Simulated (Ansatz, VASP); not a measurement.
## Two plane-wave programs on AlCu3

```
Al Cu
1.0
     3.63738    0.00000    0.00000
     0.00000    3.63738    0.00000
     0.00000    0.00000    3.63738
Al Cu
1 3
Direct
  0.00000 0.00000 0.00000
  0.50000 0.50000 0.00000
  0.50000 0.00000 0.50000
  0.00000 0.50000 0.50000
```

Alike in both runs: task single point; functional PBEsol; k mesh 12 × 12 × 12; occupations gaussian, width 0.1 eV; no spin polarisation.

|  | VASP | Ansatz |
| --- | --- | --- |
| version | VASP 6.6.1 | Ansatz 0.2.0 |
| potentials or method | VASP PAW PBE potentials, release 64 (Al, Cu), cutoff 520 eV | scalar-relativistic, plane waves, PAW |
| valence electrons in the cell | 36 | 60 |

|  | VASP | Ansatz | Ansatz less VASP |
| --- | --- | --- | --- |
| gap on the k mesh at the Fermi level (eV) | none | none | - |
| pressure (GPa) | -0.1 | -0.7 | -0.55 |

VASP's potentials were made for PBE, not for PBEsol. A gap of «none» marks a metal or a gap that the smearing closes. With one functional, cell and mesh, what is left measures potentials, basis and numerics. VASP's potentials hold 36 valence electrons a cell and Ansatz's 60, so a difference there can come from the potentials and not from the codes.
